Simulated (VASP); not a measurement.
# InP (Fm-3m) in VASP: notebook

The runs below take InP through relaxation of cell and atoms, single point, with PBE+D4, r2SCAN, LDA.

Program: VASP 6.6.1. These are calculated values, not measurements. Logs are shortened: lines on timing, memory, paths and dates and some standing lists are left out, and cuts for length are marked.

## (1) The cell of the first run

The structure is cubic, space group Fm-3m (No. 225). The conventional cell has a = 5.538 Å, b = 5.538 Å, c = 5.538 Å, α = 90.00°, β = 90.00°, γ = 90.00°. In (site symmetry m-3m) has 6 P at 2.77 Å within 3.6 Å. Within 3.6 Å of P (site symmetry m-3m) lie 6 In at 2.77 Å.

## (2) Relaxation of cell and atoms, PBE+D4

File INCAR:

```
SYSTEM = InP
  ALGO = Normal
  EDIFF = 1E-6
  EDIFFG = -0.01
  ENCUT = 600
  GGA = PE
  IBRION = 2
  ISIF = 3
  ISMEAR = -1
  IVDW = 13
  LASPH = .True.
  LCHARG = .False.
  LREAL = .False.
  LWAVE = .False.
  NELM = 100
  NSW = 60
  PREC = Accurate
  SIGMA = 0.05
```

File KPOINTS:

```
k-points
0
Gamma
  8 8 8
  0 0 0
```

File POSCAR:

```
InP
1.0
    0.0000000000      2.7688340000      2.7688340000
    2.7688340000      0.0000000000      2.7688340000
    2.7688340000      2.7688340000      0.0000000000
In P
1 1
Direct
    0.0000000000      0.0000000000      0.0000000000
    0.5000000000      0.5000000000      0.5000000000
```

Potentials or basis: VASP PAW PBE potentials, release 64 (In_d, P).

Launch:

```sh
$ cat potpaw_PBE.64/In_d/POTCAR potpaw_PBE.64/P/POTCAR > POTCAR
$ mpirun -np 1 vasp_std > vasp.out
```

OUTCAR:

```text
SYSTEM = InP
   EDIFF = 1E-6
   EDIFFG = -0.01
   ENCUT = 600
   GGA = PE
   IBRION = 2
   ISIF = 3
   ISMEAR = -1
   IVDW = 13
   LASPH = .True.
   LREAL = .False.
   NELM = 100
   NSW = 60
   PREC = Accurate

 ion  position               nearest neighbor table
   1  0.000  0.000  0.000-   2 2.77   2 2.77   2 2.77   2 2.77   2 2.77   2 2.77
   2  0.500  0.500  0.500-   1 2.77   1 2.77   1 2.77   1 2.77   1 2.77   1 2.77

  LATTYP: Found a face centered cubic cell.
 ALAT       =     5.5376680000

  Lattice vectors:

 A1 = (   0.0000000000,   2.7688340000,   2.7688340000)
 A2 = (   2.7688340000,   0.0000000000,   2.7688340000)
 A3 = (   2.7688340000,   2.7688340000,   0.0000000000)

Analysis of symmetry for initial positions (statically):
=====================================================================
 Subroutine PRICEL returns:
 Original cell was already a primitive cell.

 Routine SETGRP: Setting up the symmetry group for a
 face centered cubic supercell.

 Subroutine GETGRP returns: Found 48 space group operations
 (whereof 48 operations were pure point group operations)
 out of a pool of 48 trial point group operations.

The static configuration has the point symmetry O_h .

Analysis of symmetry for dynamics (positions and initial velocities):
=====================================================================
 Subroutine PRICEL returns:
 Original cell was already a primitive cell.

 Routine SETGRP: Setting up the symmetry group for a
 face centered cubic supercell.

 Subroutine GETGRP returns: Found 48 space group operations
 (whereof 48 operations were pure point group operations)
 out of a pool of 48 trial point group operations.

The dynamic configuration has the point symmetry O_h .

 Subroutine INISYM returns: Found 48 space group operations
 (whereof 48 operations are pure point group operations),
 and found     1 'primitive' translations

----------------------------------------------------------------------------------------

                                     Primitive cell

  volume of cell :      42.4542

  direct lattice vectors                    reciprocal lattice vectors
     0.000000000  2.768834000  2.768834000    -0.180581429  0.180581429  0.180581429
     2.768834000  0.000000000  2.768834000     0.180581429 -0.180581429  0.180581429
     2.768834000  2.768834000  0.000000000     0.180581429  0.180581429 -0.180581429

  length of vectors
     3.915722595  3.915722595  3.915722595     0.312776210  0.312776210  0.312776210

  position of ions in fractional coordinates (direct lattice)
     0.000000000  0.000000000  0.000000000
     0.500000000  0.500000000  0.500000000

  ion indices of the primitive-cell ions
   primitive index   ion index
                 1           1
                 2           2

[... 70 lines left out ...]
   NELM   =    100;   NELMIN=  2; NELMDL= -5     # of ELM steps
   EDIFF  = 0.1E-05   stopping-criterion for ELM
   LREAL  =      F    real-space projection
   EDIFFG = -.1E-01   stopping-criterion for IOM
   NSW    =     60    number of steps for IOM
   IBRION =      2    ionic relax: 0-MD 1-quasi-New 2-CG
   NFREE  =      1    steps in history (QN), initial steepest desc. (CG)
   ISIF   =      3    stress and relaxation
   ISYM   =      2    0-nonsym 1-usesym 2-fastsym
   POTIM  = 0.5000    time-step for ionic-motion
   TEBEG  =    0.0;   TEEND  =   0.0 temperature during run
   PSTRESS=    0.0 pullay stress
   NELECT =      18.0000    total number of electrons
   NUPDOWN=      -1.0000    fix difference up-down
   EMIN   =  10.00;   EMAX   =-10.00  energy-range for DOS
   EFERMI =   0.00;   METHOD = LEGACY
   ISMEAR =    -1;   SIGMA  =   0.05  broadening in eV -4-tet -1-fermi 0-gaus
   EFERMI_NEDOS =   21; number of points for ismear=-14 and -15
   IALGO  =     38    algorithm
   IMIX   =      4    mixing-type and parameters
     AMIX     =   0.40;   BMIX     =  1.00
     AMIX_MAG =   1.60;   BMIX_MAG =  1.00
  volume/ion in A,a.u.               =      21.23       143.25
  Fermi-wavevector in a.u.,A,eV,Ry     =   1.229869  2.324115 20.579860  1.512577
  Thomas-Fermi vector in A             =   2.364739
   LORBIT       =      0    0 simple, 1 ext, 2 COOP (PROOUT), +10 PAW based schemes
   GGA     = PE    functional components
   LHFCALC =     F    Hartree Fock is set to
   AEXX    =    0.0000 exact exchange contribution
   IVDW    =    13    specifies the selected vdW correction
   LEPSILON=     F    determine dielectric tensor
   LRPA    =     F    only Hartree local field effects (RPA)
 conjugate gradient relaxation of ions
 non-spin polarized calculation
  energy-cutoff  :      600.00
  volume of cell :       42.45
 maximum number of plane-waves:      1428
   NGX = 15   NGY = 15   NGZ = 15

--------------------------------------- Ionic step        1  -------------------------------------------

 number of electron      17.9999998 magnetization

 Free energy of the ion-electron system (eV)
  ---------------------------------------------------
  ext. energy  EPLUGINS =         0.00000000
  ---------------------------------------------------
  free energy    TOTEN  =        -7.91424805 eV

  energy without entropy =       -7.90259410  energy(sigma->0) =       -7.90842108

------------------------ aborting loop because EDIFF is reached ----------------------------------------

  DFT-D4 for vdW energy calculation

  Edisp (eV):   -0.79477
[... 71 lines left out ...]
--------------------------------------- Ionic step        3  -------------------------------------------

 number of electron      17.9999997 magnetization

 Free energy of the ion-electron system (eV)
  ---------------------------------------------------
  ext. energy  EPLUGINS =         0.00000000
  ---------------------------------------------------
  free energy    TOTEN  =        -7.89936473 eV

  energy without entropy =       -7.88861007  energy(sigma->0) =       -7.89398740

 E-fermi :   7.6428     XC(G=0): -10.5755

 val. band max:        7.5777027367   @ k =   0.3750   0.0000   0.0000
 cond. band min:       7.6473136670   @ k =  -0.3750   0.5000   0.1250
 fundamental gap:      0.0696109304
 Fermi energy:         7.6428453453

 k-point     1 :       0.0000    0.0000    0.0000
  band No.  band energies     occupation
      1      -6.7714      2.00000
      2      -6.7714      2.00000
      3      -6.7496      2.00000
      4      -6.7496      2.00000
      5      -6.7496      2.00000
      6      -4.7731      2.00000
      7       7.2265      1.99952
      8       7.2265      1.99952
      9       7.2265      1.99952
     10       8.3731      0.00000
     11      14.6332      0.00000
     12      14.6332      0.00000
     13      14.6332      0.00000
[... 354 lines left out ...]
  band No.  band energies     occupation
      1      -6.9366      2.00000
      2      -6.8080      2.00000
      3      -6.7358      2.00000
      4      -6.6959      2.00000
      5      -6.6483      2.00000
      6      -2.0072      2.00000
      7       1.2500      2.00000
      8       5.1074      2.00000
      9       5.9171      2.00000
     10       9.9611      0.00000
     11      11.1505      0.00000
     12      13.6363      0.00000
     13      15.1194      0.00000

 [... further k-points ...]

------------------------ aborting loop because EDIFF is reached ----------------------------------------

  DFT-D4 for vdW energy calculation

  Edisp (eV):   -0.82488
[... 25 lines left out ...]
  FREE ENERGIE OF THE ION-ELECTRON SYSTEM (eV)
  ---------------------------------------------------
  free  energy   TOTEN  =        -8.7242429378 eV

  energy  without entropy=       -8.7134882779  energy(sigma->0) =       -8.71886561

 reached required accuracy - stopping structural energy minimisation
```

Run time: 16 s. Hardware: 1 thread of Intel Xeon 6975P-C (Granite Rapids), shared host; peak memory 0.19 GiB.

What came out:

| Property | Result |
| --- | --- |
| Free energy | -8.7242 eV |
| Relaxed volume | 20.42 Å³/atom |
| Relaxed cell | a = 3.866 Å, b = 3.866 Å, c = 3.866 Å, α = 60.00°, β = 60.00°, γ = 60.00° |
| Space group after relaxing (to 0.05 Å) | Fm-3m (No. 225) |
| Energy gained by relaxing | 7.6 meV/atom |
| Ionic steps | 3 |
| Pressure after relaxing | 0.0 GPa |
| Band gap on the k mesh | zero (band 9 reaches 7.84 eV, above the bottom of band 10 at 5.07 eV) |
| Dispersion energy per atom | -0.412 eV |

The path:
| step | energy change (eV) | largest force (eV/Å) | pressure (GPa) | volume (Å³) |
| --- | --- | --- | --- | --- |
| 1 | 0.0000 | 0.0000 | -2.91 | 42.45 |
| 2 | -0.0119 | 0.0000 | 1.55 | 40.13 |
| 3 | -0.0152 | 0.0000 | 0.03 | 40.84 |

Final structure:
```
In P
1.0
     0.00000    2.73335    2.73335
     2.73335    0.00000    2.73335
     2.73335    2.73335    0.00000
In P
1 1
Direct
  0.00000 0.00000 0.00000
  0.50000 0.50000 0.50000
```

Levels at points of the mesh, in eV from the Fermi level:
```
           k point  band 5  band 6  band 7  band 8  band 9  band 10  band 11  band 12  band 13
(0.00, 0.00, 0.00)  -14.39  -12.42   -0.42   -0.42   -0.42     0.73     6.99     6.99     6.99
(0.50, 0.00, 0.00)  -14.30  -10.21   -6.96    0.05    0.05     2.40     3.28     3.28     5.38
(0.50, 0.50, 0.00)  -14.26   -8.98   -5.30   -2.59   -2.57    -2.57     3.64    10.09    10.09
```

Caveat: spin-orbit coupling is left out, which moves the levels of the heavy elements; pairwise dispersion overbinds metals, which lowers pressure and volume.

## (3) Single point, r2SCAN, non-collinear spin, zero start, spin-orbit coupling

POSCAR is that of step 2.

File INCAR.step1:

```
SYSTEM = InP
ALGO = Normal ; EDIFF = 1E-4
ENCUT = 520 ; GGA = PE
GGA_COMPAT = .False. ; ISMEAR = -1
LASPH = .True. ; LCHARG = .False.
LREAL = .False. ; LSORBIT = .True.
LWAVE = .True. ; MAGMOM = 0 0 0 0 0 0
NBANDS = 30 ; NELM = 150
PREC = Accurate ; SIGMA = 0.05
```

File INCAR.step2:

```
SYSTEM = InP
ALGO = Normal ; EDIFF = 1E-6
ENCUT = 520 ; GGA_COMPAT = .False.
ISIF = 2 ; ISMEAR = -1
ISTART = 1 ; LASPH = .True.
LCHARG = .False. ; LMIXTAU = .True.
LORBIT = 11 ; LORBMOM = .True.
LREAL = .False. ; LSORBIT = .True.
LWAVE = .False. ; MAGMOM = 0 0 0 0 0 0
METAGGA = R2SCAN ; NBANDS = 30
NELM = 150 ; PREC = Accurate
SIGMA = 0.05
```

File KPOINTS:

```
k-points
0
Gamma
  6 6 6
  0 0 0
```

Potentials or basis: VASP PAW PBE potentials, release 64 (In_d, P).

Launch:

```sh
$ cat potpaw_PBE.64/In_d/POTCAR potpaw_PBE.64/P/POTCAR > POTCAR
$ cp INCAR.step1 INCAR
$ mpirun -np 1 vasp_ncl > vasp.out
$ cp INCAR.step2 INCAR
$ mpirun -np 1 vasp_ncl > vasp.out
```

Wall time 1.9 min (1 thread of Intel Xeon 6975P-C (Granite Rapids), shared host); peak memory 0.33 GiB.

It converged, with:

| Item | Value |
| --- | --- |
| Free energy | -31.7653 eV |
| Pressure | -1.5 GPa |
| Net moment | 0.00 μB per cell |
| Valence electrons inside the program's atomic spheres | In 11.36; P 2.48 |

Moments on the atoms (μB; x, y, z):
```
In  0.00 0.00 0.00
P   0.00 0.00 0.00
```

Caveat: the PAW data sets were made with another functional, which shifts forces and pressure a little.

## (4) Single point, LDA (volume scaled by 0.94)

File INCAR:

```
SYSTEM = InP
ALGO = Normal ; EDIFF = 1E-6
ENCUT = 520 ; ISIF = 2
ISMEAR = -1 ; LASPH = .TRUE.
LCHARG = .FALSE. ; LREAL = .FALSE.
LWAVE = .FALSE. ; NBANDS = 16
NELM = 80 ; PREC = Accurate
SIGMA = 0.05
```

File KPOINTS:

```
k-points
0
G
  8 8 8
  0 0 0
```

File POSCAR:

```
InP
1.0
    0.0000000000      2.7123113237      2.7123113237
    2.7123113237      0.0000000000      2.7123113237
    2.7123113237      2.7123113237      0.0000000000
In P
1 1
Direct
    0.0000000000      0.0000000000      0.0000000000
    0.5000000000      0.5000000000      0.5000000000
```

Potentials or basis: VASP PAW LDA potentials, release 64 (In_d, P).

Launch:

```sh
$ cat potpaw_LDA.64/In_d/POTCAR potpaw_LDA.64/P/POTCAR > POTCAR
$ mpirun -np 1 vasp_std > vasp.out
```

It took 12 s on 1 thread of Intel Xeon 6975P-C, shared host; peak memory 0.15 GiB.

The run converged. Its results:

* Free energy: -9.3152 eV
* Pressure: -0.4 GPa
* Band gap on the k mesh: zero (band 9 reaches 7.99 eV, above the bottom of band 10 at 5.09 eV)

Levels at points of the mesh, in eV from the Fermi level:
```
           k point  band 5  band 6  band 7  band 8  band 9  band 10  band 11  band 12  band 13  band 14
(0.00, 0.00, 0.00)  -14.33  -12.58   -0.41   -0.41   -0.41     0.79     7.04     7.04     7.04     8.58
(0.50, 0.00, 0.00)  -14.23  -10.25   -7.14    0.11    0.11     2.34     3.20     3.20     5.46    11.27
(0.50, 0.50, 0.00)  -14.19   -8.95   -5.45   -2.68   -2.64    -2.64     3.61    10.13    10.13    10.46
```

Caveat: the cell differs from its parent crystal (volume scaled by 0.94); spin-orbit coupling is left out, which moves the levels of the heavy elements.

## (5) Single point, LDA (volume scaled by 0.96)

File INCAR:

```
PREC = Accurate ; ENCUT = 520
EDIFF = 1E-6 ; ISMEAR = -1
SIGMA = 0.05 ; LREAL = F
LASPH = T ; NELM = 60
ALGO = Normal ; ISIF = 2
LWAVE = F ; LCHARG = T
GGA = CA ; LELF = T
LVHAR = T ; NBANDS = 16
```

File KPOINTS:

```
regular mesh
0
Gamma
  8 8 8
```

File POSCAR:

```
InP
1.0
    0.0000000000      2.7314127370      2.7314127370
    2.7314127370      0.0000000000      2.7314127370
    2.7314127370      2.7314127370      0.0000000000
In P
1 1
Direct
    0.0000000000      0.0000000000      0.0000000000
    0.5000000000      0.5000000000      0.5000000000
```

Potentials or basis: VASP PAW LDA potentials, release 64 (In_d, P).

Launch:

```sh
$ cat potpaw_LDA.64/In_d/POTCAR potpaw_LDA.64/P/POTCAR > POTCAR
$ mpirun -np 1 vasp_std > vasp.out
```

OUTCAR:

```text
PREC = Accurate
   ENCUT = 520
   EDIFF = 1E-6
   ISMEAR = -1
   LREAL = F
   LASPH = T
   NELM = 60
   ISIF = 2
   GGA = CA

 ion  position               nearest neighbor table
   1  0.000  0.000  0.000-   2 2.73   2 2.73   2 2.73   2 2.73   2 2.73   2 2.73
   2  0.500  0.500  0.500-   1 2.73   1 2.73   1 2.73   1 2.73   1 2.73   1 2.73

  LATTYP: Found a face centered cubic cell.
 ALAT       =     5.4628254740

  Lattice vectors:

 A1 = (   0.0000000000,   2.7314127370,   2.7314127370)
 A2 = (   2.7314127370,   0.0000000000,   2.7314127370)
 A3 = (   2.7314127370,   2.7314127370,   0.0000000000)

Analysis of symmetry for initial positions (statically):
=====================================================================
 Subroutine PRICEL returns:
 Original cell was already a primitive cell.

 Routine SETGRP: Setting up the symmetry group for a
 face centered cubic supercell.

 Subroutine GETGRP returns: Found 48 space group operations
 (whereof 48 operations were pure point group operations)
[... 156 lines left out ...]
 Free energy of the ion-electron system (eV)
  ---------------------------------------------------
  ext. energy  EPLUGINS =         0.00000000
  ---------------------------------------------------
  free energy    TOTEN  =        -9.30860120 eV

  energy without entropy =       -9.29540595  energy(sigma->0) =       -9.30200358

 E-fermi :   7.4511     XC(G=0): -10.8260

 val. band max:        7.4367335057   @ k =   0.3750   0.0000   0.0000
 cond. band min:       7.4658471973   @ k =  -0.3750   0.3750   0.0000
 fundamental gap:      0.0291136916
 Fermi energy:         7.4510591323

 k-point     1 :       0.0000    0.0000    0.0000
  band No.  band energies     occupation
      1      -6.8664      2.00000
      2      -6.8664      2.00000
      3      -6.8400      2.00000
      4      -6.8400      2.00000
      5      -6.8400      2.00000
      6      -4.9513      2.00000
[... 433 lines left out ...]
      3      -6.8266      2.00000
      4      -6.7848      2.00000
      5      -6.7354      2.00000
      6      -2.1362      2.00000
[... 8 lines left out ...]
     15      17.5446      0.00000
     16      20.3127      0.00000

 [... further k-points ...]
[... 5 lines left out ...]
  --------------------------------------------------------------------------------------
  -------------------------------------------------------------------------------------
  Total       -0.5503345     -0.5503345     -0.5503345      0.0000000     -0.0000000     -0.0000000
  in kB      -21.6344229    -21.6344229    -21.6344229      0.0000000     -0.0000000     -0.0000000
  external PRESSURE =     -21.6344229 kB  Pullay stress =       0.0000000 kB

 VOLUME and BASIS-vectors are now :
 -----------------------------------------------------------------------------
  energy-cutoff  :      520.00
  volume of cell :       40.76
      direct lattice vectors                 reciprocal lattice vectors
     0.000000000  2.731412737  2.731412737    -0.183055455  0.183055455  0.183055455
     2.731412737  0.000000000  2.731412737     0.183055455 -0.183055455  0.183055455
     2.731412737  2.731412737  0.000000000     0.183055455  0.183055455 -0.183055455

 POSITION                                       TOTAL-FORCE (eV/Angst)
 -----------------------------------------------------------------------------------
      0.00000      0.00000      0.00000         0.000000      0.000000      0.000000
      2.73141      2.73141      2.73141        -0.000000     -0.000000     -0.000000
 -----------------------------------------------------------------------------------
    total drift:                               -0.000000      0.000000      0.000000

  FREE ENERGIE OF THE ION-ELECTRON SYSTEM (eV)
  ---------------------------------------------------
  free  energy   TOTEN  =        -9.3086012022 eV

  energy  without entropy=       -9.2954059497  energy(sigma->0) =       -9.30200358
```

stdout:

```text
POSCAR found type information on POSCAR InP
 POSCAR found :  2 types and       2 ions
 scaLAPACK will be used
 LDA part: xc-table for (Slater(with rela. corr.)+CA(PZ))
 , standard interpolation
 POSCAR, INCAR and KPOINTS ok, starting setup
 FFT: planning ... GRIDC
 FFT: planning ... GRID_SOFT
 FFT: planning ... GRID
 WAVECAR not read
 entering main loop
```

Wall time 15 s (1 thread of Intel Xeon 6975P-C, shared host); peak memory 0.16 GiB.

Results:

```yaml
Free_energy: -9.3086 eV
Pressure: -2.2 GPa
Band_gap_on_the_k_mesh: zero (band 9 reaches 7.70 eV, above the bottom of band 10 at 4.89 eV)
```

Levels at points of the mesh, in eV from the Fermi level:
| k point | band 5 | band 6 | band 7 | band 8 | band 9 | band 10 | band 11 | band 12 | band 13 | band 14 |
| --- | --- | --- | --- | --- | --- | --- | --- | --- | --- | --- |
| (0.00, 0.00, 0.00) | -14.29 | -12.40 | -0.39 | -0.39 | -0.39 | 0.62 | 7.05 | 7.05 | 7.05 | 8.45 |
| (0.50, 0.00, 0.00) | -14.19 | -10.15 | -7.01 | 0.11 | 0.11 | 2.34 | 3.22 | 3.22 | 5.30 | 11.15 |
| (0.50, 0.50, 0.00) | -14.16 | -8.92 | -5.31 | -2.70 | -2.56 | -2.56 | 3.66 | 9.96 | 9.96 | 10.28 |

Caveat: the cell differs from its parent crystal (volume scaled by 0.96); spin-orbit coupling is left out, which moves the levels of the heavy elements.

## (6) The runs side by side

```csv
task,level,potentials or basis,spin,cell,k mesh,cutoff (eV),gap on the mesh (eV),pressure (GPa)
relaxation of cell and atoms,PBE+D4,"VASP PAW PBE potentials, release 64 (In_d, P)",off,"relaxed from a = 3.916 Å, angles 60.0°, 2 atoms",8 × 8 × 8,600,none,0.0
single point,r2SCAN,"VASP PAW PBE potentials, release 64 (In_d, P)","non-collinear, zero start, SOC","a = 3.916 Å, angles 60.0°, 2 atoms",6 × 6 × 6,520,-,-1.5
single point,LDA,"VASP PAW LDA potentials, release 64 (In_d, P)",off,"a = 3.836 Å, angles 60.0°, 2 atoms",8 × 8 × 8,520,none,-0.4
single point,LDA,"VASP PAW LDA potentials, release 64 (In_d, P)",off,"a = 3.863 Å, angles 60.0°, 2 atoms",8 × 8 × 8,520,none,-2.2
```

Alike in all rows: smearing fermi-dirac 0.05 eV.

Caveats: spin-orbit coupling is left out, which moves the levels of the heavy elements (some runs); pairwise dispersion overbinds metals, which lowers pressure and volume (some runs); the PAW data sets were made with another functional, which shifts forces and pressure a little (some runs).

Total energies depend on the potentials used, so only differences within one code and one set of settings carry meaning.
